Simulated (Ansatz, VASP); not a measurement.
**Two plane-wave programs on Ge**

INCAR

```
ALGO     = Normal         # electronic algorithm
DIPOL    = 0.5 0.5 0.500
EDIFF    = 1E-7           # SCF threshold, eV
ENCUT    = 520            # plane-wave cutoff, eV
GGA      = PE             # functional
IDIPOL   = 3            
ISIF     = 2              # what is computed and relaxed
ISMEAR   = 0              # smearing method
IVDW     = 12             # dispersion correction
LASPH    = True           # aspherical terms in the spheres
LCHARG   = False          # write CHGCAR
LDIPOL   = True         
LREAL    = False          # projectors in reciprocal space
LWAVE    = False          # write WAVECAR
NBANDS   = 21             # bands
NELM     = 100            # most SCF steps
PREC     = Accurate       # precision mode
SIGMA    = 0.1            # smearing width, eV
```

Contents of KPOINTS:

```
k-points
0
Gamma
  12 12 1
```

The input POSCAR:

```
Ge
1.0
    4.0950000000      0.0000000000      0.0000000000
   -2.0475000000      3.5463740285      0.0000000000
    0.0000000000      0.0000000000     28.0000000000
Ge
2
Direct
    0.3333333333      0.6666666667      0.5078571429
    0.6666666667      0.3333333333      0.4921428571
```

Input for Ansatz:

```yaml
crystal:
  lattice:
    - [4.095, 0.0, 0.0]
    - [-2.0475, 3.5463740285, 0.0]
    - [0.0, 0.0, 28.0]
  atoms:
    - { symbol: Ge, position: [0.3333333333, 0.6666666667, 0.5078571429] }
    - { symbol: Ge, position: [0.6666666667, 0.3333333333, 0.4921428571] }
  periodic: [true, true, false]
basis:
  ecutwfc: 420
kpoints:
  mp_grid: { grid: [12, 12, 1] }
hamiltonian:
  xc: pbe
  pseudopotentials: { kind: paw, azcp: { folder: soft_1 } }
  dispersion: d3bj
scf:
  occupations: { method: gaussian, width: 0.1 }
output:
  forces: true
  stress: true
  eigenvalues: true
```

Alike in both runs: task single point; functional PBE; dispersion D3(BJ); k mesh 12 × 12 × 1; occupations gaussian, width 0.1 eV; no spin polarisation.

|  | VASP | Ansatz |
| --- | --- | --- |
| version | VASP 6.6.1 | Ansatz 0.2.0 |
| potentials or method | VASP PAW PBE potentials, release 64 (Ge_d), cutoff 520 eV | scalar-relativistic, plane waves, PAW |
| valence electrons in the cell | 28 | 28 |

Ansatz gave:

* gap on the k mesh at the Fermi level (eV): none
* rms of the force components (eV/Å): 0.302

What did VASP give for the same quantities?

gap on the k mesh at the Fermi level (eV): none; rms of the force components (eV/Å): 0.300.

Atom by atom the forces differ by 0.001 eV/Å (rms over components). A gap of «none» marks a metal or a gap that the smearing closes.
